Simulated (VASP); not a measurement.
SiTeS, 3 atoms in the cell. The structure is tetragonal, space group P4mm (No. 99). Conventional cell: a = 3.230 Å, b = 3.230 Å, c = 6.286 Å, α = 90.00°, β = 90.00°, γ = 90.00°. Si (site symmetry 4mm) has 4 S at 2.48 Å and 4 Si at 3.23 Å and 4 Te at 3.36 Å within 3.4 Å. Te (site symmetry 4mm) has 2 S at 2.86 to 3.42 Å and 4 Te at 3.23 Å and 4 Si at 3.36 Å within 3.8 Å. Within 3.5 Å of S (site symmetry 4mm) lie 4 Si at 2.48 Å and 2 Te at 2.86 to 3.42 Å and 4 S at 3.23 Å. The cell was generated, and may not be a known phase.

```yaml
Program: VASP 6.6.1
Task: single point
Functional: PBE
Potentials_or_basis: VASP PAW PBE potentials, release 64 (Si, Te, S)
Cutoff: 520 eV
k_mesh: 4 × 4 × 4
Occupations: gaussian, width 0.1 eV
Spin: no spin polarisation
Dipole_correction: no
Further_INCAR_settings: ALGO = Normal; EDIFF = 1e-07; NBANDS = 15
```

Potentials or basis: VASP PAW PBE potentials, release 64 (Si, Te, S).

Launch:

```bash
$ cat potpaw_PBE.64/Si/POTCAR potpaw_PBE.64/Te/POTCAR potpaw_PBE.64/S/POTCAR > POTCAR
$ mpirun -np 1 vasp_std > vasp.out
```

Hardware: 1 thread of Intel Xeon 8259CL (shared host).

Q: Estimate the wall time of this run.

A: Run time: 27 s on 1 thread of Intel Xeon 8259CL, with other jobs on the host, peak memory 0.18 GiB. Counts: scf iterations 14, k points 18.
